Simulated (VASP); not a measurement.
A run of VASP 6.6.1:

Contents of INCAR:

```
SYSTEM = MoS2
PREC = Accurate
ENCUT = 520
EDIFF = 1E-7
ISMEAR = 0
SIGMA = 0.05
LREAL = .False.
LASPH = .True.
NELM = 60
ALGO = Normal
ISIF = 2
LWAVE = .False.
LCHARG = .False.
GGA = PE
NBANDS = 35
```

Contents of KPOINTS:

```
Automatic mesh
0
Gamma
  10 10 2
  0 0 0
```

File POSCAR:

```
MoS2
1.0
   -3.1855822414      0.0000000000      0.0000000000
   -1.5927911207     -2.7587951469      0.0000000000
    0.0000000000      0.0000000000     14.2104568311
Mo S
2 4
Direct
    0.3333333333      0.3333333333      0.2552778036
    0.6666666667      0.6666666667      0.7658334108
    0.3333333333      0.3333333333      0.6558752236
    0.6666666667      0.6666666667      0.1453196165
    0.3333333333      0.3333333333      0.8757915979
    0.6666666667      0.6666666667      0.3652359907
```

Potentials or basis: VASP PAW PBE potentials, release 64 (Mo_sv, S).

Launch:

```sh
$ cat potpaw_PBE.64/Mo_sv/POTCAR potpaw_PBE.64/S/POTCAR > POTCAR
$ mpirun -np 1 vasp_std > vasp.out
```

Hardware: 1 thread of AMD EPYC 7571 (shared host).

Question: Estimate the wall time of this run.

Answer: It took 4.3 min on 1 thread of AMD EPYC 7571 (shared host), peak memory 0.25 GiB. Counts: scf iterations 17, k points 28.
